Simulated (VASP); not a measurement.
# TiPbO3: single point with PBE

The system is TiPbO3.

```
Ti Pb O
1.0
     3.96654    0.00000    0.00000
     0.00000    3.96654    0.00000
     0.00000    0.00000    3.96654
Ti Pb O
1 1 3
Direct
  0.50000 0.50000 0.50000
  0.00000 0.00000 0.00000
  0.00000 0.50000 0.50000
  0.50000 0.00000 0.50000
  0.50000 0.50000 0.00000
```

| Item | Value |
| --- | --- |
| Program | VASP 6.6.1 |
| Task | single point |
| Functional | PBE |
| Potentials or basis | VASP PAW PBE potentials, release 64 (Ti_sv, Pb_d, O) |
| Cutoff | 600 eV |
| k mesh | 6 × 6 × 6 |
| Occupations | gaussian, width 0.01 eV |
| Spin | no spin polarisation |
| Dipole correction | no |
| Further INCAR settings | ALGO = Normal; EDIFF = 1e-06; NBANDS = 30 |

- Pressure: 0.1 GPa
- Band gap on the k mesh: 1.64 eV, indirect (least direct gap 1.65 eV)

Levels at points of the mesh, in eV from the valence-band top:
```
           k point  band 19  band 20  band 21  band 22  band 23  band 24  band 25  band 26
(0.00, 0.00, 0.00)    -1.42    -0.94    -0.94    -0.94     1.64     1.64     1.64     3.71
(0.50, 0.00, 0.00)    -1.65    -0.92    -0.92     0.00     1.65     2.76     3.26     3.26
(0.50, 0.50, 0.00)    -2.57    -2.06    -1.52    -0.28     3.28     3.28     3.92     4.64
(0.50, 0.50, 0.50)    -4.29    -0.32    -0.32    -0.32     3.59     3.59     3.59     6.65
```

Wall time 63 s on 1 thread of Intel Xeon 8259CL, with other jobs on the host, peak memory 0.2 GiB.

Caveat: spin-orbit coupling is left out, which moves the levels of the heavy elements. A hybrid or GW would open this gap; PBE tends to underestimate it.
